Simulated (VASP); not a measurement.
A run of VASP 6.6.1 is set up as follows.

The input INCAR:

```
PREC     = Accurate       # precision mode
ENCUT    = 520            # plane-wave cutoff, eV
EDIFF    = 1E-6           # SCF threshold, eV
ISMEAR   = 0              # smearing method
SIGMA    = 0.15           # smearing width, eV
LREAL    = F              # projectors in reciprocal space
LASPH    = T              # aspherical terms in the spheres
NELM     = 100            # most SCF steps
ALGO     = Normal         # electronic algorithm
ISIF     = 2              # what is computed and relaxed
LWAVE    = F              # write WAVECAR
LCHARG   = F              # write CHGCAR
GGA      = CA             # functional
NBANDS   = 20             # bands
```

Contents of KPOINTS:

```
Automatic mesh
0
Gamma
  18 18 10
```

POSCAR

```
Ta2N
1.0
    3.2265224862      0.0000000000      0.0000000000
   -1.6132612431      2.7942504390      0.0000000000
    0.0000000000      0.0000000000      4.6558719476
Ta N
2 1
Direct
    0.6666666667      0.3333333333      0.7466885012
    0.3333333333      0.6666666667      0.2533114988
    0.0000000000      0.0000000000      0.0000000000
```

Potentials or basis: VASP PAW LDA potentials, release 64 (Ta_pv, N).

Command:

```bash
$ cat potpaw_LDA.64/Ta_pv/POTCAR potpaw_LDA.64/N/POTCAR > POTCAR
$ mpirun -np 1 vasp_std > vasp.out
```

Q: What does it give for the pressure?

A: -18.6 GPa.

Q: What does it give for the largest force?

A: 0.899 eV/Å.

Q: What does it give for the band gap on the k mesh?

A: Zero (an odd number of electrons rules out a gap without spin polarisation).

Forces on the atoms (eV/Å):
```
Ta   0.000  0.000  0.899
Ta   0.000  0.000 -0.899
N    0.000  0.000  0.000
```

Caveat: the cell stands under tension; spin-orbit coupling is left out, which moves the levels of the heavy elements.
